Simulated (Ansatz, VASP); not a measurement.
# Sn: VASP beside Ansatz

```
CELL_PARAMETERS angstrom
-1.86658 1.86654 1.86651
1.86658 -1.86653 1.86650
1.86659 1.86654 -1.86650
ATOMIC_POSITIONS crystal
Sn 0.00000 0.00000 0.00000
```

Change from the starting cell: cell sheared at random, sigma 0.01, atoms nudged by 0.01 Å; relaxed back.

Alike in both runs: functional PBEsol; k mesh 12 × 12 × 12; occupations gaussian, width 0.15 eV; no spin polarisation.

Ansatz relaxed the structure, and its values are those at the end. VASP's run is a single point on that final structure, the one shown.

|  | VASP | Ansatz |
| --- | --- | --- |
| version | VASP 6.6.1 | Ansatz 0.2.0 |
| potentials or method | VASP PAW PBE potentials, release 64 (Sn_d), cutoff 520 eV | scalar-relativistic, plane waves, PAW |
| valence electrons in the cell | 14 | 14 |

|  | VASP | Ansatz | Ansatz less VASP |
| --- | --- | --- | --- |
| gap on the k mesh at the Fermi level (eV) | none | none | - |
| pressure (GPa) | 0.0 | 0.0 | +0.02 |

VASP's potentials were made for PBE, not for PBEsol. A gap of «none» marks a metal or a gap that the smearing closes. The functional is the same, so the differences come from potentials, cutoffs and numerics.
